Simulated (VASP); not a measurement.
A run of VASP 6.6.1:

The input INCAR:

```
PREC = Accurate ; ENCUT = 520
EDIFF = 1E-6 ; ISMEAR = 0
SIGMA = 0.02 ; LREAL = False
LASPH = True ; NELM = 80
ALGO = Normal ; ISIF = 2
LWAVE = False ; LCHARG = False
GGA = PS ; NBANDS = 37
KPAR = 2
```

Contents of KPOINTS:

```
Automatic mesh
0
Gamma
  10 10 6
```

The input POSCAR:

```
V2O5
1.0
    5.5171757326     -1.4283720495      0.1701641213
    5.5171757326      1.4283720495      0.1701641213
   -0.4901448049      0.0000000000      5.8914393762
V O
2 5
Direct
    0.1446405857      0.1446405857      0.3797982451
    0.8553594143      0.8553594143      0.6202017549
    0.0000000000      0.0000000000      0.5000000000
    0.6215832580      0.6215832580      0.2029669846
    0.3784167420      0.3784167420      0.7970330154
    0.3107273458      0.3107273458      0.3840271369
    0.6892726542      0.6892726542      0.6159728631
```

Potentials or basis: VASP PAW PBE potentials, release 64 (V_sv, O).

Launch:

```bash
$ cat potpaw_PBE.64/V_sv/POTCAR potpaw_PBE.64/O/POTCAR > POTCAR
$ mpirun -np 2 vasp_std > vasp.out
```

Hardware: 2 MPI ranks on Intel(R) Xeon(R) 6975P-C (Granite Rapids), with other jobs on the host.

Task: How long does it take, and how much memory?

Result: Wall time 4.1 min on 2 MPI ranks on Intel(R) Xeon(R) 6975P-C (Granite Rapids), with other jobs on the host, peak memory 0.59 GiB a rank. Counts: scf iterations 19, k points 172.
